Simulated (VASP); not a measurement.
# Zn2SnN (P-6m2) in VASP: further runs

Runs on Zn2SnN. Level: PBE. Tasks: relaxation of cell and atoms, single point.

Program: VASP 6.6.1. These are calculated values, not measurements. Logs are shortened: lines on timing, memory, paths and dates and some standing lists are left out, and cuts for length are marked.

## Step 1: The cell of the first run

Symmetry: P-6m2, No. 187, hexagonal system. Conventional cell: a = 4.069 Å, b = 4.069 Å, c = 5.394 Å, α = 90.00°, β = 90.00°, γ = 120.00°. Zn (site symmetry 3m) has 2 Zn at 2.42 to 2.98 Å and 3 N at 2.64 Å and 3 Sn at 2.78 Å within 3.2 Å. Sn (site symmetry -6m2) has 6 Zn at 2.78 Å and 6 N at 3.58 Å within 3.7 Å. Within 3.5 Å of N (site symmetry -6m2) lie 6 Zn at 2.64 Å.

## Step 2: Relaxation of cell and atoms, PBE

INCAR

```
  ALGO = Normal
  EDIFF = 1E-6
  EDIFFG = -0.04
  ENCUT = 600
  GGA = PE
  IBRION = 2
  ISIF = 3
  ISMEAR = 0
  LASPH = True
  LCHARG = False
  LREAL = False
  LWAVE = False
  NELM = 100
  NSW = 90
  PREC = Accurate
  SIGMA = 0.1
```

KPOINTS

```
k-points
0
Gamma
  6 6 4
```

POSCAR

```
Zn2SnN
1.0
    4.0691003000      0.0000000000      0.0000000000
   -2.0345501500      3.5239442300      0.0000000000
    0.0000000000      0.0000000000      5.3935937800
Zn Sn N
2 1 1
Direct
    0.3333333300      0.6666666700      0.7242094500
    0.3333333300      0.6666666700      0.2757905500
    0.0000000000      0.0000000000      0.0000000000
    0.6666666700      0.3333333300      0.5000000000
```

Potentials or basis: VASP PAW PBE potentials, release 64 (Zn, Sn_d, N).

On the command line:

```console
> cat potpaw_PBE.64/Zn/POTCAR potpaw_PBE.64/Sn_d/POTCAR potpaw_PBE.64/N/POTCAR > POTCAR
> mpirun -np 1 vasp_std > vasp.out
```

OUTCAR:

```text
EDIFF = 1E-6
   EDIFFG = -0.04
   ENCUT = 600
   GGA = PE
   IBRION = 2
   ISIF = 3
   ISMEAR = 0
   LASPH = True
   LREAL = False
   NELM = 100
   NSW = 90
   PREC = Accurate

 ion  position               nearest neighbor table
   1  0.333  0.667  0.724-   2 2.42   3 2.78   3 2.78   3 2.78   2 2.98
   2  0.333  0.667  0.276-   1 2.42   3 2.78   3 2.78   3 2.78   1 2.98
   3  0.000  0.000  0.000-   1 2.78   2 2.78   1 2.78   2 2.78   1 2.78   2 2.78
   4  0.667  0.333  0.500-

  LATTYP: Found a hexagonal cell.
 ALAT       =     4.0691003000
 C/A-ratio  =     1.3255003274

  Lattice vectors:

 A1 = (   4.0691003000,   0.0000000000,   0.0000000000)
 A2 = (  -2.0345501500,   3.5239442300,   0.0000000000)
 A3 = (   0.0000000000,   0.0000000000,   5.3935937800)

Analysis of symmetry for initial positions (statically):
=====================================================================
 Subroutine PRICEL returns:
 Original cell was already a primitive cell.

 Routine SETGRP: Setting up the symmetry group for a
 hexagonal supercell.

 Subroutine GETGRP returns: Found 12 space group operations
 (whereof 12 operations were pure point group operations)
 out of a pool of 24 trial point group operations.

The static configuration has the point symmetry D_3h.

Analysis of symmetry for dynamics (positions and initial velocities):
=====================================================================
 Subroutine PRICEL returns:
 Original cell was already a primitive cell.

 Routine SETGRP: Setting up the symmetry group for a
 hexagonal supercell.

 Subroutine GETGRP returns: Found 12 space group operations
 (whereof 12 operations were pure point group operations)
 out of a pool of 24 trial point group operations.

The dynamic configuration has the point symmetry D_3h.

 Subroutine INISYM returns: Found 12 space group operations
 (whereof 12 operations are pure point group operations),
 and found     1 'primitive' translations

----------------------------------------------------------------------------------------

                                     Primitive cell

  volume of cell :      77.3403

  direct lattice vectors                    reciprocal lattice vectors
     4.069100300  0.000000000  0.000000000     0.245754571  0.141886468  0.000000000
    -2.034550150  3.523944230  0.000000000     0.000000000  0.283772936  0.000000000
     0.000000000  0.000000000  5.393593780     0.000000000  0.000000000  0.185405138

  length of vectors
     4.069100300  4.069100300  5.393593780     0.283772936  0.283772936  0.185405138

  position of ions in fractional coordinates (direct lattice)
     0.333333330  0.666666670  0.724209450
     0.333333330  0.666666670  0.275790550
     0.000000000  0.000000000  0.000000000
     0.666666670  0.333333330  0.500000000

  ion indices of the primitive-cell ions
   primitive index   ion index
                 1           1
                 2           2
                 3           3
                 4           4

----------------------------------------------------------------------------------------

 KPOINTS: k-points

Automatic generation of k-mesh.
 Grid dimensions read from file:
 generate k-points for:    6    6    4

 Generating k-lattice:

  Cartesian coordinates                     Fractional coordinates (reciprocal lattice)
     0.040959095  0.023647745  0.000000000     0.166666667  0.000000000  0.000000000
     0.000000000  0.047295489  0.000000000     0.000000000  0.166666667  0.000000000
     0.000000000  0.000000000  0.046351285     0.000000000  0.000000000  0.250000000

  Length of vectors
     0.047295489  0.047295489  0.046351285

  Shift w.r.t. Gamma in fractional coordinates (k-lattice)
     0.000000000  0.000000000  0.000000000

 Subroutine IBZKPT returns following result:
 ===========================================

 Found     21 irreducible k-points:

 Following reciprocal coordinates:
            Coordinates               Weight
  0.000000  0.000000  0.000000      1.000000
  0.166667 -0.000000  0.000000      6.000000
  0.333333  0.000000  0.000000      6.000000
  0.500000  0.000000  0.000000      3.000000
  0.166667  0.166667  0.000000      6.000000
  0.333333  0.166667  0.000000     12.000000
[... 13 lines left out ...]
  0.333333  0.166667  0.500000     12.000000
  0.333333  0.333333  0.500000      2.000000
   k-points           NKPTS =     21   k-points in BZ     NKDIM =     21   number of bands    NBANDS=     25
   number of dos      NEDOS =    301   number of ions     NIONS =      4
   total plane-waves  NPLWV =  62208
   dimension x,y,z NGX =    36 NGY =   36 NGZ =   48
   dimension x,y,z NGXF=    72 NGYF=   72 NGZF=   96
   ions per type =               2   1   1
   NGX,Y,Z   is equivalent  to a cutoff of  14.71, 14.71, 14.79 a.u.
   NGXF,Y,Z  is equivalent  to a cutoff of  29.42, 29.42, 29.59 a.u.
 SYSTEM =  unknown system
   PREC   = accura    normal or accurate (medium, high low for compatibility)
   ISTART =      0    job   : 0-new  1-cont  2-samecut
   ICHARG =      2    charge: 1-file 2-atom 10-const
   ISPIN  =      1    spin polarized calculation?
   LNONCOLLINEAR =      F non collinear calculations
   LSORBIT =      F    spin-orbit coupling
   LASPH  =      T    aspherical Exc in radial PAW
   ENCUT  =  600.0 eV  44.10 Ry    6.64 a.u.   8.13  8.13 10.77*2*pi/ulx,y,z
   NELM   =    100;   NELMIN=  2; NELMDL= -5     # of ELM steps
   EDIFF  = 0.1E-05   stopping-criterion for ELM
   LREAL  =      F    real-space projection
   EDIFFG = -.4E-01   stopping-criterion for IOM
   NSW    =     90    number of steps for IOM
   IBRION =      2    ionic relax: 0-MD 1-quasi-New 2-CG
   NFREE  =      1    steps in history (QN), initial steepest desc. (CG)
   ISIF   =      3    stress and relaxation
   ISYM   =      2    0-nonsym 1-usesym 2-fastsym
   POTIM  = 0.5000    time-step for ionic-motion
   TEBEG  =    0.0;   TEEND  =   0.0 temperature during run
   PSTRESS=    0.0 pullay stress
   NELECT =      43.0000    total number of electrons
   NUPDOWN=      -1.0000    fix difference up-down
   EMIN   =  10.00;   EMAX   =-10.00  energy-range for DOS
   EFERMI =   0.00;   METHOD = LEGACY
   ISMEAR =     0;   SIGMA  =   0.10  broadening in eV -4-tet -1-fermi 0-gaus
   EFERMI_NEDOS =   21; number of points for ismear=-14 and -15
   IALGO  =     38    algorithm
   IMIX   =      4    mixing-type and parameters
     AMIX     =   0.40;   BMIX     =  1.00
     AMIX_MAG =   1.60;   BMIX_MAG =  1.00
  volume/ion in A,a.u.               =      19.34       130.48
  Fermi-wavevector in a.u.,A,eV,Ry     =   1.346157  2.543868 24.655649  1.812139
  Thomas-Fermi vector in A             =   2.474012
   LORBIT       =      0    0 simple, 1 ext, 2 COOP (PROOUT), +10 PAW based schemes
   GGA     = PE    functional components
   LHFCALC =     F    Hartree Fock is set to
   AEXX    =    0.0000 exact exchange contribution
   IVDW    =     0    specifies the selected vdW correction
   LEPSILON=     F    determine dielectric tensor
   LRPA    =     F    only Hartree local field effects (RPA)
 conjugate gradient relaxation of ions
 non-spin polarized calculation
 Gauss-broadening in eV      SIGMA  =   0.10
  energy-cutoff  :      600.00
  volume of cell :       77.34
 maximum number of plane-waves:      2598
 NGX is ok and might be reduce to    36
   NGX = 17   NGY = 17   NGZ = 21

--------------------------------------- Ionic step        1  -------------------------------------------

 number of electron      43.0000018 magnetization

 Free energy of the ion-electron system (eV)
  ---------------------------------------------------
  ext. energy  EPLUGINS =         0.00000000
  ---------------------------------------------------
  free energy    TOTEN  =       -10.58842815 eV

  energy without entropy =      -10.57790840  energy(sigma->0) =      -10.58316827

------------------------ aborting loop because EDIFF is reached ----------------------------------------

  FORCE on cell =-STRESS in cart. coord.  units (eV):
  Direction    XX          YY          ZZ          XY          YZ          ZX
  --------------------------------------------------------------------------------------
  -------------------------------------------------------------------------------------
  Total       -4.0451934     -4.0451934     -1.2928264      0.0000000      0.0000000      0.0000000
  in kB      -83.8000372    -83.8000372    -26.7821320      0.0000000      0.0000000      0.0000000
  external PRESSURE =     -64.7940688 kB  Pullay stress =       0.0000000 kB
[... 25 lines left out ...]
--------------------------------------- Ionic step        2  -------------------------------------------

 number of electron      43.0000007 magnetization

 E-fermi :   4.3741     XC(G=0): -10.7400

 val. band max:        4.2249141612   @ k =   0.3333   0.3333   0.0000
 cond. band min:       4.4101302686   @ k =   0.3333   0.1667   0.0000
 fundamental gap:      0.1852161075
 Fermi energy:         4.3741029846

 k-point     1 :       0.0000    0.0000    0.0000
  band No.  band energies     occupation
      1     -17.1651      2.00000
      2     -17.1651      2.00000
      3     -17.1353      2.00000
      4     -17.1353      2.00000
      5     -17.1182      2.00000
      6      -8.9153      2.00000
[... 646 lines left out ...]
  FREE ENERGIE OF THE ION-ELECTRON SYSTEM (eV)
  ---------------------------------------------------
  free  energy   TOTEN  =       -10.9510302820 eV

  energy  without entropy=      -10.9466399490  energy(sigma->0) =      -10.94883512

 E-fermi :  12.1650     XC(G=0): -14.0969

 val. band max:       12.0941631635   @ k =   0.5000   0.0000   0.2500
 cond. band min:      12.3318405890   @ k =   0.5000   0.0000   0.5000
 fundamental gap:      0.2376774255
 Fermi energy:        12.1649737533

 k-point     1 :       0.0000    0.0000    0.0000
  band No.  band energies     occupation
      1     -12.0021      2.00000
      2     -11.4511      2.00000
      3     -11.4511      2.00000
      4      -9.8015      2.00000
      5      -9.8015      2.00000
      6      -9.3816      2.00000
[... 577 lines left out ...]
     24      15.8503      0.00000
     25      16.0325      0.00000

[... ionic steps 4 to 19 ...]

--------------------------------------- Ionic step       20  -------------------------------------------

 number of electron      42.9999970 magnetization

------------------------ aborting loop because EDIFF is reached ----------------------------------------
[... 71 lines left out ...]
--------------------------------------- Ionic step       22  -------------------------------------------

 number of electron      43.0000004 magnetization

 Free energy of the ion-electron system (eV)
  ---------------------------------------------------
  ext. energy  EPLUGINS =         0.00000000
  ---------------------------------------------------
  free energy    TOTEN  =       -12.96286832 eV

  energy without entropy =      -12.94953886  energy(sigma->0) =      -12.95620359

 E-fermi :   5.0060     XC(G=0): -11.1938

 val. band max:        4.9682111253   @ k =   0.1667  -0.0000   0.5000
 cond. band min:       5.2053747057   @ k =   0.5000   0.0000   0.5000
 fundamental gap:      0.2371635804
 Fermi energy:         5.0060484085

 k-point     1 :       0.0000    0.0000    0.0000
  band No.  band energies     occupation
      1     -16.3960      2.00000
      2     -16.3960      2.00000
      3     -16.3342      2.00000
      4     -16.1705      2.00000
      5     -16.1705      2.00000
      6      -9.4386      2.00000
[... 608 lines left out ...]
  FREE ENERGIE OF THE ION-ELECTRON SYSTEM (eV)
  ---------------------------------------------------
  free  energy   TOTEN  =       -12.9628683204 eV

  energy  without entropy=      -12.9495388591  energy(sigma->0) =      -12.95620359

 reached required accuracy - stopping structural energy minimisation
```

Wall time 16 min (1 thread of Oxide Virtual Turin-like, shared host); peak memory 0.24 GiB.

What came out:

* Free energy: -12.9629 eV
* Relaxed volume: 15.82 Å³/atom
* Relaxed cell: a = 3.169 Å, b = 3.169 Å, c = 7.273 Å, α = 90.00°, β = 90.00°, γ = 120.00°
* Space group after relaxing (to 0.05 Å): P-6m2 (No. 187)
* Energy gained by relaxing: 593.6 meV/atom
* Ionic steps: 22
* Pressure after relaxing: -0.3 GPa
* Largest force after relaxing: 0.024 eV/Å

Forces on the atoms (eV/Å):
```
Zn   0.000  0.000 -0.024
Zn   0.000  0.000  0.024
Sn   0.000  0.000  0.000
N    0.000  0.000  0.000
```

The path:
| step | energy change (eV) | largest force (eV/Å) | pressure (GPa) | volume (Å³) |
| --- | --- | --- | --- | --- |
| 1 | 0.0000 | 0.5533 | -6.48 | 77.34 |
| 2 | -0.3231 | 0.5181 | -0.80 | 68.89 |
| 3 | -0.3626 | 0.4767 | 3.01 | 65.57 |
| 4 | -0.6541 | 0.8250 | 4.61 | 63.48 |
| 5 | -1.4899 | 1.3963 | 13.53 | 55.96 |
| 6 | 10.3123 | 8.5275 | 202.00 | 37.43 |
| 7 | -1.6268 | 0.2960 | 16.98 | 54.76 |
| 8 | -1.3801 | 0.7234 | 31.99 | 50.67 |
| 9 | -1.6205 | 0.0851 | 22.98 | 52.84 |
| 10 | -1.7224 | 0.1543 | 22.13 | 53.05 |
| 11 | -1.8448 | 0.3801 | 21.10 | 53.54 |
| 12 | -1.9654 | 0.2208 | 17.84 | 54.51 |
| 13 | -2.2181 | 0.1954 | 9.36 | 57.51 |
| 14 | -2.3229 | 0.7986 | -2.45 | 63.82 |
| 15 | -2.3391 | 0.6737 | -0.07 | 62.21 |
| 16 | -2.3393 | 0.6557 | 0.25 | 61.99 |
| 17 | -2.3464 | 0.5805 | 0.32 | 62.09 |
| 18 | -2.3621 | 0.3483 | 0.32 | 62.38 |
| 19 | -2.3686 | 0.1315 | 0.36 | 62.97 |
| 20 | -2.3702 | 0.0247 | 0.29 | 62.79 |
| 21 | -2.3725 | 0.0244 | 0.17 | 62.93 |
| 22 | -2.3744 | 0.0240 | -0.30 | 63.27 |

Final structure:
```cif
data_structure
_symmetry_space_group_name_H-M 'P 1'
_symmetry_Int_Tables_number 1
_cell_length_a 3.1694
_cell_length_b 3.1694
_cell_length_c 7.2731
_cell_angle_alpha 90.000
_cell_angle_beta 90.000
_cell_angle_gamma 120.000
_cell_volume 63.27
loop_
_atom_site_label
_atom_site_type_symbol
_atom_site_fract_x
_atom_site_fract_y
_atom_site_fract_z
_atom_site_occupancy
Zn1 Zn 0.33333 0.66667 0.66424 1
Zn2 Zn 0.33333 0.66667 0.33576 1
Sn1 Sn 0.00000 0.00000 0.00000 1
N1 N 0.66667 0.33333 0.50000 1
```

Caveat: the volume moved by over 15 % at a fixed basis, so the end points are rough; spin-orbit coupling is left out, which moves the levels of the heavy elements.

## Step 3: Single point, PBE

This run uses another cell than the first one, of 15.89 Å³/atom, 0.822 times its volume.

INCAR

```
ALGO = Normal
EDIFF = 1E-6
ENCUT = 520
GGA = PE
ISIF = 2
ISMEAR = 0
LASPH = T
LCHARG = F
LREAL = F
LWAVE = F
NBANDS = 30
NELM = 80
PREC = Accurate
SIGMA = 0.1
```

KPOINTS

```
k-points
0
Gamma
  18 18 6
```

POSCAR

```
Zn2SnN
1.0
    3.1716270945      0.0000000000      0.0000000000
   -1.5858135472      2.7467096351      0.0000000000
    0.0000000000      0.0000000000      7.2948541126
Zn Sn N
2 1 1
Direct
    0.3333333333      0.6666666667      0.6626842286
    0.3333333333      0.6666666667      0.3373157714
    0.0000000000      0.0000000000      0.0000000000
    0.6666666667      0.3333333333      0.5000000000
```

Potentials or basis: VASP PAW PBE potentials, release 64 (Zn, Sn_d, N).

On the command line:

```console
> cat potpaw_PBE.64/Zn/POTCAR potpaw_PBE.64/Sn_d/POTCAR potpaw_PBE.64/N/POTCAR > POTCAR
> mpirun -np 1 vasp_std > vasp.out
```

Wall time 5 min (1 thread of Oxide Virtual Turin-like, shared host); peak memory 0.35 GiB.

The run converged. Its results:

- Free energy: -12.9240 eV
- Pressure: 0.3 GPa
- Largest force: 0.047 eV/Å

Forces in eV/Å, atoms in the order of the input:
```
Zn   0.000  0.000  0.047
Zn   0.000  0.000 -0.047
Sn   0.000  0.000  0.000
N    0.000  0.000  0.000
```

Levels at points of the mesh, in eV from the Fermi level:
```csv
k point,band 20,band 21,band 22,band 23,band 24,band 25
"(0.00, 0.00, 0.00)",-0.56,0.21,0.21,5.53,7.12,8.46
"(0.50, 0.00, 0.00)",-2.79,-1.05,-0.92,2.75,3.57,4.45
"(0.00, 0.00, 0.50)",0.21,0.21,2.90,2.95,8.56,8.56
"(0.50, 0.00, 0.50)",-1.85,-0.89,0.14,1.05,2.48,4.27
```

Caveat: spin-orbit coupling is left out, which moves the levels of the heavy elements.

## Step 4: Relaxation of cell and atoms, PBE

This run uses another cell than the first one, of 15.84 Å³/atom, 0.819 times its volume.

INCAR

```
SYSTEM = Zn2SnN
  PREC = Accurate
  ENCUT = 600
  EDIFF = 1E-7
  ISMEAR = 0
  SIGMA = 0.1
  LREAL = .FALSE.
  LASPH = .TRUE.
  NELM = 80
  ALGO = Normal
  ISIF = 3
  LWAVE = .FALSE.
  LCHARG = .FALSE.
  GGA = PE
  IBRION = 2
  NSW = 100
  EDIFFG = -0.01
```

KPOINTS

```
regular mesh
0
G
  18 18 6
  0 0 0
```

POSCAR

```
Zn2SnN
1.0
    3.1617180338      0.0000000000      0.0000000000
   -1.5808590169      2.7381281369      0.0000000000
    0.0000000000      0.0000000000      7.3185637791
Zn Sn N
2 1 1
Direct
    0.3333333333      0.6666666667      0.6630469331
    0.3333333333      0.6666666667      0.3369530669
    0.0000000000      0.0000000000      0.0000000000
    0.6666666667      0.3333333333      0.5000000000
```

On the command line:

```console
> cat potpaw_PBE.64/Zn/POTCAR potpaw_PBE.64/Sn_d/POTCAR potpaw_PBE.64/N/POTCAR > POTCAR
> mpirun -np 1 vasp_std > vasp.out
```

It took 20 min on 1 thread of Oxide Virtual Turin-like, shared host; peak memory 0.41 GiB.

Results (log left out):

| Item | Value |
| --- | --- |
| Free energy | -12.9254 eV |
| Relaxed volume | 15.91 Å³/atom |
| Relaxed cell | a = 3.174 Å, b = 3.174 Å, c = 7.294 Å, α = 90.00°, β = 90.00°, γ = 120.00° |
| Space group after relaxing (to 0.05 Å) | P-6m2 (No. 187) |
| Energy gained by relaxing | 0.4 meV/atom |
| Ionic steps | 7 |
| Pressure after relaxing | 0.0 GPa |
| Largest force after relaxing | 0.008 eV/Å |

Forces on the atoms (eV/Å):
```
Zn   0.000  0.000  0.008
Zn   0.000  0.000 -0.008
Sn   0.000  0.000  0.000
N    0.000  0.000  0.000
```

The path:
| step | energy change (eV) | largest force (eV/Å) | pressure (GPa) | volume (Å³) |
| --- | --- | --- | --- | --- |
| 1 | 0.0000 | 0.0279 | 0.42 | 63.36 |
| 2 | -0.0015 | 0.0027 | -0.08 | 63.74 |
| 3 | -0.0015 | 0.0038 | -0.10 | 63.75 |
| 4 | -0.0015 | 0.0168 | 0.00 | 63.67 |
| 5 | -0.0015 | 0.0179 | 0.04 | 63.66 |
| 6 | -0.0015 | 0.0171 | 0.02 | 63.67 |
| 7 | -0.0016 | 0.0077 | -0.01 | 63.66 |

Final structure:
```yaml
crystal:
  lattice:
    - [3.17442, 0.00000, 0.00000]
    - [-1.58721, 2.74913, 0.00000]
    - [0.00000, 0.00000, 7.29439]
  atoms:
    - { symbol: Zn, position: [0.33333, 0.66667, 0.66300] }
    - { symbol: Zn, position: [0.33333, 0.66667, 0.33700] }
    - { symbol: Sn, position: [0.00000, 0.00000, 0.00000] }
    - { symbol: N, position: [0.66667, 0.33333, 0.50000] }
```

Levels at points of the mesh, in eV from the Fermi level:
```csv
k point,band 18,band 19,band 20,band 21,band 22,band 23,band 24,band 25
"(0.00, 0.00, 0.00)",-5.84,-1.10,-0.55,0.21,0.21,5.53,7.13,8.43
"(0.50, 0.00, 0.00)",-4.41,-4.11,-2.78,-1.05,-0.91,2.75,3.56,4.44
"(0.00, 0.00, 0.50)",-5.04,-3.78,0.21,0.21,2.90,2.95,8.53,8.53
"(0.50, 0.00, 0.50)",-4.94,-4.40,-1.84,-0.88,0.14,1.05,2.48,4.26
```

Caveat: spin-orbit coupling is left out, which moves the levels of the heavy elements.

## Step 5: The runs side by side

| task | cell | k mesh | cutoff (eV) | gap on the mesh (eV) | pressure (GPa) | relaxed volume (Å³/atom) | largest force (eV/Å) |
| --- | --- | --- | --- | --- | --- | --- | --- |
| relaxation of cell and atoms | relaxed from a = 4.069, b = 4.069, c = 5.394 Å, angles 90.0, 90.0, 120.0°, 4 atoms | 6 × 6 × 4 | 600 | none | -0.3 | 15.82 | 0.02 |
| single point | a = 3.172, b = 3.172, c = 7.295 Å, angles 90.0, 90.0, 120.0°, 4 atoms | 18 × 18 × 6 | 520 | none | 0.3 | - | 0.05 |
| relaxation of cell and atoms | relaxed from a = 3.162, b = 3.162, c = 7.319 Å, angles 90.0, 90.0, 120.0°, 4 atoms | 18 × 18 × 6 | 600 | none | 0.0 | 15.91 | 0.01 |

Alike in all rows: level PBE; potentials or basis VASP PAW PBE potentials, release 64 (Zn, Sn_d, N); no spin polarisation; smearing gaussian 0.1 eV.

Caveats: spin-orbit coupling is left out, which moves the levels of the heavy elements; the volume moved by over 15 % at a fixed basis, so the end points are rough (some runs).

Absolute energies hang on the potentials; compare differences alone.
